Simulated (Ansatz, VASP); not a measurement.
**One calculation of GeS, two programs**

```xyz
8
Lattice="9.9720 0.0000 0.0000 0.0000 3.6678 0.0000 0.0000 0.0000 4.4504" Properties=species:S:1:pos:R:3 pbc="T T T"
Ge    1.2555    0.9170    0.6005
Ge    8.7165    2.7509    3.8500
Ge    3.7305    2.7509    2.8257
Ge    6.2415    0.9170    1.6248
S     8.4474    0.9170    2.2366
S     1.5245    2.7509    2.2138
S     6.5105    2.7509    0.0114
S     3.4614    0.9170    4.4390
```

Change from the starting cell: strain -0.0750 x Voigt [1, 0, 0, 0, 0, 0], atoms carried along.

Alike in both runs: task single point; functional PBE; k mesh 4 × 8 × 6; occupations gaussian, width 0.05 eV; no spin polarisation.

|  | VASP | Ansatz |
| --- | --- | --- |
| version | VASP 6.6.1 | Ansatz 0.2.0 |
| potentials or method | VASP PAW PBE potentials, release 64 (Ge_d, S), cutoff 500 eV | scalar-relativistic, plane waves, PAW |
| valence electrons in the cell | 80 | 80 |

|  | VASP | Ansatz | Ansatz less VASP |
| --- | --- | --- | --- |
| gap on the k mesh at the Fermi level (eV) | 1.29 | 1.29 | +0.001 |
| least direct gap on the mesh (eV) | 1.59 | 1.60 | +0.012 |
| pressure (GPa) | 5.7 | 5.8 | +0.13 |
| traceless stress, the component that is largest in VASP (GPa) | 6.43 | 6.50 | +0.070 |
| rms of the force components (eV/Å) | 0.584 | 0.591 | +0.0067 |

Atom by atom the forces differ by 0.008 eV/Å (rms over components).
